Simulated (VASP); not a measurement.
# NaH (Pm-3m) in VASP: further runs

NaH is run at these levels: PBE; tasks: single point.

Program: VASP 6.6.1. These are calculated values, not measurements. Logs are shortened: lines on timing, memory, paths and dates and some standing lists are left out, and cuts for length are marked.

## (1) The cell of the first run

The structure is cubic, space group Pm-3m (No. 221). The conventional cell has a = 2.831 Å, b = 2.831 Å, c = 2.831 Å, α = 90.00°, β = 90.00°, γ = 90.00°. Within 3.2 Å of Na (site symmetry m-3m) lie 8 H at 2.45 Å and 6 Na at 2.83 Å. H (site symmetry m-3m) has 8 Na at 2.45 Å and 6 H at 2.83 Å within 3.2 Å.

## (2) Single point, PBE (volume changed by -10%)

INCAR

```
SYSTEM = NaH
PREC     = Accurate       ! precision mode
ENCUT    = 500            ! plane-wave cutoff, eV
EDIFF    = 1E-6           ! SCF threshold, eV
ISMEAR   = 0              ! smearing method
SIGMA    = 0.01           ! smearing width, eV
LREAL    = .False.        ! projectors in reciprocal space
LASPH    = .True.         ! aspherical terms in the spheres
NELM     = 120            ! most SCF steps
ALGO     = Normal         ! electronic algorithm
ISIF     = 2              ! what is computed and relaxed
LWAVE    = .False.        ! write WAVECAR
LCHARG   = .False.        ! write CHGCAR
GGA      = PE             ! functional
NBANDS   = 11             ! bands
GGA_COMPAT= .False.
```

KPOINTS

```
regular mesh
0
Gamma
  6 6 6
  0 0 0
```

POSCAR

```
NaH
1.0
    2.8311925804      0.0000000000      0.0000000000
    0.0000000000      2.8311925804      0.0000000000
    0.0000000000      0.0000000000      2.8311925804
Na H
1 1
Direct
    0.0000000000      0.0000000000      0.0000000000
    0.5000000000      0.5000000000      0.5000000000
```

Potentials or basis: VASP PAW PBE potentials, release 64 (Na_pv, H).

Launch:

```
cat potpaw_PBE.64/Na_pv/POTCAR potpaw_PBE.64/H/POTCAR > POTCAR
mpirun -np 1 vasp_std > vasp.out
```

OUTCAR:

```text
SYSTEM = NaH
   PREC = Accurate
   ENCUT = 500
   EDIFF = 1E-6
   ISMEAR = 0
   LREAL = .False.
   LASPH = .True.
   NELM = 120
   ISIF = 2
   GGA = PE

 ion  position               nearest neighbor table
   1  0.000  0.000  0.000-
   2  0.500  0.500  0.500-

  LATTYP: Found a simple cubic cell.
 ALAT       =     2.8311925804

  Lattice vectors:

 A1 = (   2.8311925804,   0.0000000000,   0.0000000000)
 A2 = (   0.0000000000,   2.8311925804,   0.0000000000)
 A3 = (   0.0000000000,   0.0000000000,   2.8311925804)

Analysis of symmetry for initial positions (statically):
=====================================================================
 Subroutine PRICEL returns:
 Original cell was already a primitive cell.

 Routine SETGRP: Setting up the symmetry group for a
 simple cubic supercell.

 Subroutine GETGRP returns: Found 48 space group operations
[... 9 lines left out ...]

 Routine SETGRP: Setting up the symmetry group for a
 simple cubic supercell.

 Subroutine GETGRP returns: Found 48 space group operations
[... 11 lines left out ...]
                                     Primitive cell

  volume of cell :      22.6939

  direct lattice vectors                    reciprocal lattice vectors
     2.831192580  0.000000000  0.000000000     0.353208046  0.000000000  0.000000000
     0.000000000  2.831192580  0.000000000     0.000000000  0.353208046  0.000000000
     0.000000000  0.000000000  2.831192580     0.000000000  0.000000000  0.353208046

  length of vectors
     2.831192580  2.831192580  2.831192580     0.353208046  0.353208046  0.353208046

  position of ions in fractional coordinates (direct lattice)
     0.000000000  0.000000000  0.000000000
     0.500000000  0.500000000  0.500000000

  ion indices of the primitive-cell ions
   primitive index   ion index
                 1           1
                 2           2

----------------------------------------------------------------------------------------

 KPOINTS: regular mesh

Automatic generation of k-mesh.
 Grid dimensions read from file:
 generate k-points for:    6    6    6

 Generating k-lattice:

  Cartesian coordinates                     Fractional coordinates (reciprocal lattice)
     0.058868008  0.000000000  0.000000000     0.166666667  0.000000000  0.000000000
     0.000000000  0.058868008  0.000000000     0.000000000  0.166666667  0.000000000
     0.000000000  0.000000000  0.058868008     0.000000000  0.000000000  0.166666667

  Length of vectors
     0.058868008  0.058868008  0.058868008

  Shift w.r.t. Gamma in fractional coordinates (k-lattice)
     0.000000000  0.000000000  0.000000000

 Subroutine IBZKPT returns following result:
 ===========================================

 Found     20 irreducible k-points:

 Following reciprocal coordinates:
            Coordinates               Weight
  0.000000  0.000000  0.000000      1.000000
  0.166667  0.000000  0.000000      6.000000
  0.333333  0.000000  0.000000      6.000000
  0.500000  0.000000  0.000000      3.000000
  0.166667  0.166667  0.000000     12.000000
  0.333333  0.166667  0.000000     24.000000
[... 12 lines left out ...]
  0.500000  0.500000  0.333333      6.000000
  0.500000  0.500000  0.500000      1.000000
   k-points           NKPTS =     20   k-points in BZ     NKDIM =     20   number of bands    NBANDS=     11
   number of dos      NEDOS =    301   number of ions     NIONS =      2
   total plane-waves  NPLWV =  13824
   dimension x,y,z NGX =    24 NGY =   24 NGZ =   24
   dimension x,y,z NGXF=    48 NGYF=   48 NGZF=   48
   ions per type =               1   1
   NGX,Y,Z   is equivalent  to a cutoff of  14.09, 14.09, 14.09 a.u.
   NGXF,Y,Z  is equivalent  to a cutoff of  28.19, 28.19, 28.19 a.u.
 SYSTEM =  NaH
   PREC   = accura    normal or accurate (medium, high low for compatibility)
   ISTART =      0    job   : 0-new  1-cont  2-samecut
   ICHARG =      2    charge: 1-file 2-atom 10-const
   ISPIN  =      1    spin polarized calculation?
   LNONCOLLINEAR =      F non collinear calculations
   LSORBIT =      F    spin-orbit coupling
   LASPH  =      T    aspherical Exc in radial PAW
   ENCUT  =  500.0 eV  36.75 Ry    6.06 a.u.   5.16  5.16  5.16*2*pi/ulx,y,z
   NELM   =    120;   NELMIN=  2; NELMDL= -5     # of ELM steps
   EDIFF  = 0.1E-05   stopping-criterion for ELM
   LREAL  =      F    real-space projection
   EDIFFG = 0.1E-04   stopping-criterion for IOM
   NSW    =      0    number of steps for IOM
   IBRION =     -1    ionic relax: 0-MD 1-quasi-New 2-CG
   NFREE  =      0    steps in history (QN), initial steepest desc. (CG)
   ISIF   =      2    stress and relaxation
   ISYM   =      2    0-nonsym 1-usesym 2-fastsym
   POTIM  = 0.5000    time-step for ionic-motion
   TEBEG  =    0.0;   TEEND  =   0.0 temperature during run
   PSTRESS=    0.0 pullay stress
   NELECT =       8.0000    total number of electrons
   NUPDOWN=      -1.0000    fix difference up-down
   EMIN   =  10.00;   EMAX   =-10.00  energy-range for DOS
   EFERMI =   0.00;   METHOD = LEGACY
   ISMEAR =     0;   SIGMA  =   0.01  broadening in eV -4-tet -1-fermi 0-gaus
   EFERMI_NEDOS =   21; number of points for ismear=-14 and -15
   IALGO  =     38    algorithm
   IMIX   =      4    mixing-type and parameters
     AMIX     =   0.40;   BMIX     =  1.00
     AMIX_MAG =   1.60;   BMIX_MAG =  1.00
  volume/ion in A,a.u.               =      11.35        76.57
  Fermi-wavevector in a.u.,A,eV,Ry     =   1.156473  2.185417 18.196830  1.337429
  Thomas-Fermi vector in A             =   2.293093
   LORBIT       =      0    0 simple, 1 ext, 2 COOP (PROOUT), +10 PAW based schemes
   GGA     = PE    functional components
   LHFCALC =     F    Hartree Fock is set to
   AEXX    =    0.0000 exact exchange contribution
   IVDW    =     0    specifies the selected vdW correction
   LEPSILON=     F    determine dielectric tensor
   LRPA    =     F    only Hartree local field effects (RPA)
 non-spin polarized calculation
 Gauss-broadening in eV      SIGMA  =   0.01
  energy-cutoff  :      500.00
  volume of cell :       22.69
 maximum number of plane-waves:       588
 NGX is ok and might be reduce to    24
   NGX = 11   NGY = 11   NGZ = 11

 number of electron       7.9999994 magnetization

 Free energy of the ion-electron system (eV)
  ---------------------------------------------------
  ext. energy  EPLUGINS =         0.00000000
  ---------------------------------------------------
  free energy    TOTEN  =        -4.72969676 eV

  energy without entropy =       -4.72969676  energy(sigma->0) =       -4.72969676

 E-fermi :   2.1859     XC(G=0):  -8.6195

 val. band max:        2.0275410554   @ k =   0.5000   0.5000   0.5000
 cond. band min:       3.0577691957   @ k =   0.5000   0.0000   0.0000
 fundamental gap:      1.0302281403
 Fermi energy:         2.1858731470

 k-point     1 :       0.0000    0.0000    0.0000
  band No.  band energies     occupation
      1     -22.5957      2.00000
      2     -22.5957      2.00000
      3     -22.5957      2.00000
      4      -4.5311      2.00000
      5      11.7973      0.00000
      6      13.5005      0.00000
      7      13.5005      0.00000
      8      15.4536      0.00000
      9      15.4536      0.00000
     10      15.4536      0.00000
     11      29.5255      0.00000

 k-point     2 :       0.1667    0.0000    0.0000
  band No.  band energies     occupation
      1     -22.6616      2.00000
      2     -22.5900      2.00000
      3     -22.5900      2.00000
      4      -4.0550      2.00000
      5       8.8646      0.00000
      6      12.8223      0.00000
      7      13.9993      0.00000
      8      15.7828      0.00000
      9      15.7828      0.00000
     10      20.1924      0.00000
     11      26.3998      0.00000

 k-point     3 :       0.3333    0.0000    0.0000
  band No.  band energies     occupation
      1     -22.7912      2.00000
      2     -22.5785      2.00000
      3     -22.5785      2.00000
      4      -2.7852      2.00000
      5       4.9781      0.00000
      6      13.5765      0.00000
      7      15.4497      0.00000
      8      16.6791      0.00000
      9      16.6791      0.00000
     10      22.2062      0.00000
     11      23.0274      0.00000

 k-point     4 :       0.5000    0.0000    0.0000
  band No.  band energies     occupation
      1     -22.8550      2.00000
      2     -22.5728      2.00000
      3     -22.5728      2.00000
      4      -1.7535      2.00000
      5       3.0578      0.00000
      6      14.0342      0.00000
      7      17.0282      0.00000
      8      17.4141      0.00000
      9      17.4141      0.00000
     10      19.5923      0.00000
     11      21.4450      0.00000

 k-point     5 :       0.1667    0.1667    0.0000
  band No.  band energies     occupation
      1     -22.6600      2.00000
      2     -22.6485      2.00000
      3     -22.5844      2.00000
      4      -3.5978      2.00000
      5       8.8282      0.00000
      6       9.9168      0.00000
      7      13.8118      0.00000
      8      16.1350      0.00000
      9      19.8613      0.00000
     10      20.8962      0.00000
     11      22.3698      0.00000
[... 155 lines left out ...]
 k-point    17 :       0.3333    0.3333    0.3333
  band No.  band energies     occupation
      1     -22.7415      2.00000
      2     -22.7289      2.00000
      3     -22.7289      2.00000
      4       0.0039      2.00000
      5       7.7175      0.00000
      6       8.9092      0.00000
      7       8.9092      0.00000
      8      14.7779      0.00000
      9      14.7779      0.00000
     10      16.3000      0.00000
     11      24.1124      0.00000

 k-point    18 :       0.5000    0.3333    0.3333
  band No.  band energies     occupation
      1     -22.7890      2.00000
      2     -22.7279      2.00000
      3     -22.7204      2.00000
      4       0.7089      2.00000
      5       6.8148      0.00000
      6       9.1501      0.00000
      7      10.1210      0.00000
      8      12.6218      0.00000
      9      13.9447      0.00000
     10      15.9470      0.00000
     11      22.8506      0.00000

 k-point    19 :       0.5000    0.5000    0.3333
  band No.  band energies     occupation
      1     -22.7790      2.00000
      2     -22.7790      2.00000
      3     -22.7157      2.00000
      4       1.3584      2.00000
      5       7.9975      0.00000
      6       7.9975      0.00000
      7      10.7105      0.00000
      8      11.1762      0.00000
      9      13.9840      0.00000
     10      13.9840      0.00000
     11      21.5256      0.00000

 k-point    20 :       0.5000    0.5000    0.5000
  band No.  band energies     occupation
      1     -22.7695      2.00000
      2     -22.7695      2.00000
      3     -22.7695      2.00000
      4       2.0275      2.00000
      5       9.0878      0.00000
      6       9.0878      0.00000
      7       9.0878      0.00000
      8      11.9478      0.00000
      9      11.9478      0.00000
     10      11.9478      0.00000
     11      20.1280      0.00000

------------------------ aborting loop because EDIFF is reached ----------------------------------------

  FORCE on cell =-STRESS in cart. coord.  units (eV):
  Direction    XX          YY          ZZ          XY          YZ          ZX
  --------------------------------------------------------------------------------------
  -------------------------------------------------------------------------------------
  Total        0.5856076      0.5856076      0.5856076      0.0000000     -0.0000000      0.0000000
  in kB       41.3436701     41.3436701     41.3436701      0.0000000     -0.0000000      0.0000000
  external PRESSURE =      41.3436701 kB  Pullay stress =       0.0000000 kB

 VOLUME and BASIS-vectors are now :
 -----------------------------------------------------------------------------
  energy-cutoff  :      500.00
  volume of cell :       22.69
      direct lattice vectors                 reciprocal lattice vectors
     2.831192580  0.000000000  0.000000000     0.353208046  0.000000000  0.000000000
     0.000000000  2.831192580  0.000000000     0.000000000  0.353208046  0.000000000
     0.000000000  0.000000000  2.831192580     0.000000000  0.000000000  0.353208046

 POSITION                                       TOTAL-FORCE (eV/Angst)
 -----------------------------------------------------------------------------------
      0.00000      0.00000      0.00000         0.000000      0.000000      0.000000
      1.41560      1.41560      1.41560         0.000000      0.000000      0.000000
 -----------------------------------------------------------------------------------
    total drift:                                0.000000      0.000000      0.000000

  FREE ENERGIE OF THE ION-ELECTRON SYSTEM (eV)
  ---------------------------------------------------
  free  energy   TOTEN  =        -4.7296967568 eV

  energy  without entropy=       -4.7296967568  energy(sigma->0) =       -4.72969676
```

Wall time 10 s (1 thread of Intel Xeon 8259CL, shared host); peak memory 0.13 GiB.

Results:

* Free energy: -4.7297 eV
* Pressure: 4.1 GPa
* Band gap on the k mesh: 1.03 eV, indirect (least direct gap 4.81 eV)

Levels at points of the mesh, in eV from the valence-band top:
```
           k point  band 2  band 3  band 4  band 5  band 6  band 7
(0.00, 0.00, 0.00)  -24.62  -24.62   -6.56    9.77   11.47   11.47
(0.50, 0.00, 0.00)  -24.60  -24.60   -3.78    1.03   12.01   15.00
(0.50, 0.50, 0.00)  -24.83  -24.58   -2.00    4.49    4.49    7.46
(0.50, 0.50, 0.50)  -24.80  -24.80    0.00    7.06    7.06    7.06
```

 A k mesh can miss the band edges.

## (3) Single point, PBE (volume changed by +10%)

INCAR

```
PREC     = Accurate       # precision mode
ENCUT    = 500            # plane-wave cutoff, eV
EDIFF    = 1E-6           # SCF threshold, eV
ISMEAR   = 0              # smearing method
SIGMA    = 0.01           # smearing width, eV
LREAL    = False          # projectors in reciprocal space
LASPH    = True           # aspherical terms in the spheres
NELM     = 120            # most SCF steps
ALGO     = Normal         # electronic algorithm
ISIF     = 2              # what is computed and relaxed
LWAVE    = False          # write WAVECAR
LCHARG   = False          # write CHGCAR
GGA      = PE             # functional
NBANDS   = 11             # bands
GGA_COMPAT= False
```

KPOINTS

```
Automatic mesh
0
Gamma
  6 6 6
```

POSCAR

```
NaH
1.0
    3.0270491322      0.0000000000      0.0000000000
    0.0000000000      3.0270491322      0.0000000000
    0.0000000000      0.0000000000      3.0270491322
Na H
1 1
Direct
    0.0000000000      0.0000000000      0.0000000000
    0.5000000000      0.5000000000      0.5000000000
```

Potentials or basis: VASP PAW PBE potentials, release 64 (Na_pv, H).

Launch:

```
cat potpaw_PBE.64/Na_pv/POTCAR potpaw_PBE.64/H/POTCAR > POTCAR
mpirun -np 1 vasp_std > vasp.out
```

It took 9.4 s on 1 thread of Intel Xeon 8259CL, shared host; peak memory 0.13 GiB.

It converged, with:

```
Free energy            : -4.7634 eV
Pressure               : -1.4 GPa
Band gap on the k mesh : 1.03 eV, indirect (least direct gap 4.23 eV)
```

Levels at points of the mesh, in eV from the valence-band top:
```csv
k point,band 1,band 2,band 3,band 4,band 5,band 6,band 7,band 8
"(0.00, 0.00, 0.00)",-24.55,-24.55,-24.55,-5.58,8.08,10.68,10.68,12.00
"(0.50, 0.00, 0.00)",-24.69,-24.54,-24.54,-3.20,1.03,10.31,13.76,14.06
"(0.50, 0.50, 0.00)",-24.67,-24.67,-24.53,-1.59,4.16,4.16,6.47,14.11
"(0.50, 0.50, 0.50)",-24.65,-24.65,-24.65,0.00,6.80,6.80,6.80,8.72
```
